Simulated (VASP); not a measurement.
Cd, 1 atom in the cell. Symmetry: R-3m, No. 166, trigonal system. The conventional cell has a = 3.160 Å, b = 3.160 Å, c = 7.331 Å, α = 90.00°, β = 90.00°, γ = 120.00°. Within 4.0 Å of Cd (site symmetry -3m) lie 12 Cd at 3.05 to 3.16 Å.  This cell differs from its parent crystal: strained.

```yaml
Program: VASP 6.6.1
Task: single point
Functional: PBE
Potentials_or_basis: VASP PAW PBE potentials, release 64 (Cd)
Cutoff: 520 eV
k_mesh: 18 × 18 × 18
Occupations: gaussian, width 0.1 eV
Spin: no spin polarisation
Dipole_correction: no
Further_INCAR_settings: ALGO = Fast; EDIFF = 1e-06; NBANDS = 12
```

Potentials or basis: VASP PAW PBE potentials, release 64 (Cd).

Command:

```sh
$ cat potpaw_PBE.64/Cd/POTCAR > POTCAR
$ mpirun -np 1 vasp_std > vasp.out
```

Hardware: 1 thread of Oxide Virtual Turin-like Processor (shared host).

**Question.** How long does it take, and how much memory?

**Answer.** It took 2.3 min on 1 thread of Oxide Virtual Turin-like Processor, on a shared host, peak memory 0.21 GiB. Counts: scf iterations 11, k points 580.
